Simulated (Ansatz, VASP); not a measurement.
## One calculation of Ru, two programs

The input INCAR:

```
SYSTEM = Ru
ALGO     = Fast           ! electronic algorithm
EDIFF    = 1E-6           ! SCF threshold, eV
ENCUT    = 520            ! plane-wave cutoff, eV
ISIF     = 2              ! what is computed and relaxed
ISMEAR   = 0              ! smearing method
LASPH    = .True.         ! aspherical terms in the spheres
LCHARG   = .True.         ! write CHGCAR
LELF     = .True.         ! ELF
LREAL    = .False.        ! projectors in reciprocal space
LVHAR    = .True.       
LWAVE    = .False.        ! write WAVECAR
NBANDS   = 21             ! bands
NELM     = 60             ! most SCF steps
PREC     = Accurate       ! precision mode
SIGMA    = 0.15           ! smearing width, eV
```

Contents of KPOINTS:

```
k-points
0
Gamma
  21 21 10
  0 0 0
```

The input POSCAR:

```
Ru
1.0
    2.5670964504      0.0000000000      0.0000000000
   -1.2835482252      2.2231707400      0.0000000000
    0.0000000000      0.0000000000      4.2267610266
Ru
2
Direct
    0.3635604314      0.7271208628      0.2500000000
    0.6364395686      0.2728791372      0.7500000000
```

Input for Ansatz:

```yaml
crystal:
  lattice:
    - [2.5670964504, 0.0, 0.0]
    - [-1.2835482252, 2.22317074, 0.0]
    - [0.0, 0.0, 4.2267610266]
  atoms:
    - { symbol: Ru, position: [0.3635604314, 0.7271208628, 0.25] }
    - { symbol: Ru, position: [0.6364395686, 0.2728791372, 0.75] }
basis:
  ecutwfc: 420
kpoints:
  mp_grid: { grid: [21, 21, 10] }
hamiltonian:
  xc: lda
  pseudopotentials: { kind: paw, azcp: { folder: soft_1 } }
scf:
  occupations: { method: gaussian, width: 0.15 }
output:
  forces: true
  stress: true
  eigenvalues: true
```

Change from the starting cell: mode 5 frozen in at +0.140 Å, equal normal strain along x and y -0.0400.

Alike in both runs: task single point; functional LDA; k mesh 21 × 21 × 10; occupations gaussian, width 0.15 eV; no spin polarisation.

|  | VASP | Ansatz |
| --- | --- | --- |
| version | VASP 6.6.1 | Ansatz 0.2.0 |
| potentials or method | VASP PAW LDA potentials, release 64 (Ru_pv), cutoff 520 eV | scalar-relativistic, plane waves, PAW |
| valence electrons in the cell | 28 | 32 |

Ansatz gave:

| Quantity | Value |
| --- | --- |
| gap on the k mesh at the Fermi level (eV) | none |
| pressure (GPa) | 41.1 |
| traceless stress, the component that is largest in VASP (GPa) | 12.55 |
| rms of the force components (eV/Å) | 1.228 |

Estimate VASP's values.

gap on the k mesh at the Fermi level (eV): none; pressure (GPa): 42.7; traceless stress, the component that is largest in VASP (GPa): 12.62; rms of the force components (eV/Å): 1.240.

Ansatz warns that its potentials were made for another functional, while VASP's fit it. LDA's correlation is that of Perdew and Zunger in VASP and of Perdew and Wang (1992) in Ansatz. Atom by atom the forces differ by 0.011 eV/Å (rms over components). A gap of «none» marks a metal or a gap that the smearing closes. Both programs put the cell under a high pressure, so it lies far from rest at this level. VASP's potentials hold 28 valence electrons a cell and Ansatz's 32, so a difference there can come from the potentials and not from the codes.
